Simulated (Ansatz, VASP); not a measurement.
One calculation of Pt, two programs

File INCAR:

```
  ALGO = Normal
  EDIFF = 1E-6
  ENCUT = 500
  GGA = PS
  GGA_COMPAT = False
  ISIF = 2
  ISMEAR = 0
  ISPIN = 2
  LASPH = True
  LCHARG = True
  LELF = True
  LMAXMIX = 4
  LORBIT = 11
  LREAL = False
  LVHAR = True
  LWAVE = False
  MAGMOM = 0
  NBANDS = 15
  NELM = 200
  PREC = Accurate
  SIGMA = 0.1
```

Contents of KPOINTS:

```
k-points
0
Gamma
  15 15 15
```

The input POSCAR:

```
Pt
1.0
    2.6728587958      0.0000000000      0.0000000000
   -1.3364293979      2.3147636179      0.0000000000
    1.3364293979      0.7715878726      2.3636501026
Pt
1
Direct
    0.0000000000      0.0000000000      0.0000000000
```

Input for Ansatz:

```yaml
crystal:
  lattice:
    - [2.6728587958, 0.0, 0.0]
    - [-1.3364293979, 2.3147636179, 0.0]
    - [1.3364293979, 0.7715878726, 2.3636501026]
  atoms:
    - { symbol: Pt, position: [0.0, 0.0, 0.0] }
basis:
  ecutwfc: 420
kpoints:
  mp_grid: { grid: [15, 15, 15] }
hamiltonian:
  xc: pbesol
scf:
  occupations: { method: gaussian, width: 0.1 }
  lower_state_search: light
output:
  forces: true
  eigenvalues: true
  stress: true
magnetization:
  spin_polarized: true
```

Alike in both runs: task single point; functional PBEsol; k mesh 15 × 15 × 15; occupations gaussian, width 0.1 eV; collinear spin.

|  | VASP | Ansatz |
| --- | --- | --- |
| version | VASP 6.6.1 | Ansatz 0.2.0 |
| potentials or method | VASP PAW PBE potentials, release 64 (Pt), cutoff 500 eV | scalar-relativistic, plane waves, PAW |
| valence electrons in the cell | 10 | 18 |

VASP gave:

| Property | Result |
| --- | --- |
| gap on the k mesh at the Fermi level (eV) | none |
| pressure (GPa) | 10.4 |
| traceless stress, the component that is largest in VASP (GPa) | -10.97 |
| net moment per atom (μB) | 0.00 |

Question: What did Ansatz give for the same quantities?

Answer: gap on the k mesh at the Fermi level (eV): none; pressure (GPa): 10.9; traceless stress, the component that is largest in VASP (GPa): -10.86; net moment per atom (μB): 0.00.

VASP's potentials were made for PBE, not for PBEsol. A gap of «none» marks a metal or a gap that the smearing closes. The functional is the same, so the differences come from potentials, cutoffs and numerics. VASP's potentials hold 10 valence electrons a cell and Ansatz's 18, so a difference there can come from the potentials and not from the codes. Ansatz's warnings: no starting moments, stability check not made.

Spin-orbit coupling is off throughout.
